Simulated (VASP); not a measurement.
Wanted: the native input for a VASP 6.6.1 run.

```yaml
Task: single point
Functional: r2SCAN
Potentials_or_basis: VASP PAW PBE potentials, release 64 (Hf_pv, Zn)
Cutoff: 520 eV
k_mesh: 7 × 7 × 7
Occupations: gaussian, width 0.15 eV
Spin: no spin polarisation
Dipole_correction: no
Further_INCAR_settings: ALGO = Normal; EDIFF = 1e-07; NBANDS = 18
```

Crystal: HfZn.

```
CELL_PARAMETERS angstrom
3.40119 0.00000 0.00000
0.00000 3.40119 0.00000
0.00000 0.00000 3.40119
ATOMIC_POSITIONS crystal
Hf 0.50000 0.50000 0.50000
Zn 0.00000 0.00000 0.00000
```

These files were run (other wordings do the same):

POSCAR

```
HfZn
1.0
    3.4011925129      0.0000000000      0.0000000000
    0.0000000000      3.4011925129      0.0000000000
    0.0000000000      0.0000000000      3.4011925129
Hf Zn
1 1
Direct
    0.5000000000      0.5000000000      0.5000000000
    0.0000000000      0.0000000000      0.0000000000
```

INCAR.step1

```
SYSTEM = HfZn
  ALGO = Normal
  EDIFF = 1E-4
  ENCUT = 520
  GGA = PE
  ISMEAR = 0
  LASPH = .True.
  LCHARG = .False.
  LREAL = .False.
  LWAVE = .True.
  NBANDS = 18
  NELM = 100
  PREC = Accurate
  SIGMA = 0.15
```

INCAR.step2

```
SYSTEM = HfZn
  ALGO = Normal
  EDIFF = 1E-7
  ENCUT = 520
  ISIF = 2
  ISMEAR = 0
  ISTART = 1
  LASPH = .True.
  LCHARG = .False.
  LMIXTAU = .True.
  LREAL = .False.
  LWAVE = .False.
  METAGGA = R2SCAN
  NBANDS = 18
  NELM = 100
  PREC = Accurate
  SIGMA = 0.15
```

KPOINTS

```
k-points
0
Gamma
  7 7 7
  0 0 0
```

Potentials or basis: VASP PAW PBE potentials, release 64 (Hf_pv, Zn).

The run is started by

```sh
$ cat potpaw_PBE.64/Hf_pv/POTCAR potpaw_PBE.64/Zn/POTCAR > POTCAR
$ cp INCAR.step1 INCAR
$ mpirun -np 1 vasp_std > vasp.out
$ cp INCAR.step2 INCAR
$ mpirun -np 1 vasp_std > vasp.out
```

Results of the run:

| Property | Result |
| --- | --- |
| Pressure | -11.4 GPa |

Caveat: the cell stands under tension; the PAW data sets were made with another functional, which shifts forces and pressure a little.

Run time: 81 s on 1 thread of AMD EPYC 7R43 64-Core Processor (Zen 3) (shared host), peak memory 0.13 GiB.
